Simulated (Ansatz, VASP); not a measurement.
# C in VASP and in Ansatz

```
CELL_PARAMETERS angstrom
2.45617 0.00000 0.00000
-1.22809 2.28664 0.00000
0.00000 0.00000 8.52380
ATOMIC_POSITIONS crystal
C 0.33333 0.66667 0.00000
C 0.66667 0.33333 0.00000
```

Change from the starting cell: strain +0.0750 x Voigt [0, 1, 0, 0, 0, 0], atoms carried along.

Alike in both runs: task single point; functional PBEsol; k mesh 24 × 24 × 6; occupations gaussian, width 0.15 eV; no spin polarisation.

|  | VASP | Ansatz |
| --- | --- | --- |
| version | VASP 6.6.1 | Ansatz 0.2.0 |
| potentials or method | VASP PAW PBE potentials, release 64 (C), cutoff 520 eV | scalar-relativistic, plane waves, PAW |
| valence electrons in the cell | 8 | 8 |

```tsv
	VASP	Ansatz	Ansatz less VASP
gap on the k mesh at the Fermi level (eV)	0.60	0.60	+0.001
least direct gap on the mesh (eV)	0.60	0.60	+0.001
rms of the force components (eV/Å)	0.107	0.093	-0.0133
```

VASP's potentials were made for PBE, not for PBEsol. Atom by atom the forces differ by 0.013 eV/Å (rms over components). The functional is the same, so the differences come from potentials, cutoffs and numerics.
